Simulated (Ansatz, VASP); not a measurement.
One calculation of SrO, two programs

POSCAR

```
SrO
1.0
    0.0000000000      2.5798927166      2.5798927166
    2.5798927166      0.0000000000      2.5798927166
    2.5798927166      2.5798927166      0.0000000000
Sr O
1 1
Direct
    0.5000000000      0.5000000000      0.5000000000
    0.0000000000      0.0000000000      0.0000000000
```

Contents of INCAR.step1:

```
SYSTEM = SrO
PREC = Accurate
ENCUT = 520
EDIFF = 1E-5
ISMEAR = 1
SIGMA = 0.2
LREAL = .FALSE.
LASPH = .TRUE.
NELM = 100
ALGO = Normal
ISIF = 2
LWAVE = .TRUE.
NBANDS = 15
GGA = PE
```

INCAR.step2

```
SYSTEM = SrO
PREC = Accurate
ENCUT = 520
EDIFF = 1E-6
ISMEAR = 1
SIGMA = 0.2
LREAL = .FALSE.
LASPH = .TRUE.
NELM = 100
ALGO = Normal
ISIF = 2
LWAVE = .FALSE.
LCHARG = .TRUE.
GGA = PE
LHFCALC = .TRUE.
HFSCREEN = 0.2079
PRECFOCK = Normal
LELF = .TRUE.
LVHAR = .TRUE.
NBANDS = 15
ISTART = 1
```

File KPOINTS:

```
regular mesh
0
G
  4 4 4
  0 0 0
```

Input for Ansatz:

```yaml
crystal:
  lattice:
    - [0.0, 2.5798927166, 2.5798927166]
    - [2.5798927166, 0.0, 2.5798927166]
    - [2.5798927166, 2.5798927166, 0.0]
  atoms:
    - { symbol: Sr, position: [0.5, 0.5, 0.5] }
    - { symbol: O, position: [0.0, 0.0, 0.0] }
kpoints:
  mp_grid: { grid: [4, 4, 4] }
hamiltonian:
  xc: hse06
scf:
  occupations: { method: methfessel_paxton, width: 0.2 }
  n_extra_bands: 4
output:
  forces: true
  stress: true
  eigenvalues: true
```

Alike in both runs: task single point; functional HSE06; k mesh 4 × 4 × 4; occupations methfessel-paxton of order 1, width 0.2 eV; no spin polarisation.

|  | VASP | Ansatz |
| --- | --- | --- |
| version | VASP 6.6.1 | Ansatz 0.2.0 |
| potentials or method | VASP PAW PBE potentials, release 64 (Sr_sv, O) | plane waves |
| plane-wave cutoff (eV) | 520 | 420 |
| valence electrons in the cell | 16 | 16 |

```csv
,VASP,Ansatz,Ansatz less VASP
gap on the k mesh at the Fermi level (eV),4.73,4.79,+0.064
pressure (GPa),0.2,-0.3,-0.55
```

The functional is the same, so the differences come from potentials, cutoffs and numerics. Ansatz's warnings: stress exchange threshold loose, stress scf threshold loose.

The k mesh is coarse, so the values compare programs but aren't converged.
